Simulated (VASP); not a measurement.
Runs of VASP 6.6.1 on BiP. The structure is that of space group Pm-3m (No. 221), or close to it. The cells are those of the table. 

```csv
level,cell,k mesh,smearing,gap on the mesh (eV),pressure (GPa)
r2SCAN,"a = 3.574 Å, 2 atoms",10 × 10 × 10,tetrahedron,none,0.8
r2SCAN,"a = 3.550 Å, 2 atoms",10 × 10 × 10,gaussian 0.05 eV,none,(a)
r2SCAN,"a = 3.525 Å, 2 atoms",10 × 10 × 10,gaussian 0.05 eV,none,(b)
PBE,"a = 3.592 Å, 2 atoms",6 × 6 × 6,gaussian 0.05 eV,none,-0.1
r2SCAN,"a = 3.574 Å, 2 atoms",10 × 10 × 10,gaussian 0.05 eV,none,0.0
r2SCAN+D4,"a = 3.574 Å, 2 atoms",10 × 10 × 10,tetrahedron,none,(c)
PBE,"a = 3.560 Å, 2 atoms",6 × 6 × 6,gaussian 0.05 eV,none,2.1
r2SCAN,"a = 3.574 Å, 2 atoms",10 × 10 × 10,methfessel-paxton 0.001 eV,none,0.0
PBE,"a = 3.576 Å, 2 atoms",6 × 6 × 6,gaussian 0.05 eV,none,0.9
r2SCAN,"a = 3.583 Å, 2 atoms",10 × 10 × 10,gaussian 0.05 eV,none,-0.6
```

Alike in all rows: task single point; potentials or basis VASP PAW PBE potentials, release 64 (Bi_d, P); no spin polarisation; cutoff (eV) 520.

Estimate the missing entries.

(a) 1.7; (b) 3.5; (c) -0.8.

Caveats: spin-orbit coupling is left out, which moves the levels of the heavy elements; the PAW data sets were made with another functional, which shifts forces and pressure a little (at least some runs); the cell stands under pressure (at least some runs); tetrahedron occupations give inexact forces and stress in metals (at least some runs).

A k mesh can miss the band edges, and the runs leave out spin-orbit coupling on Bi.

A gap of «none» marks levels without a gap at the run's occupations.
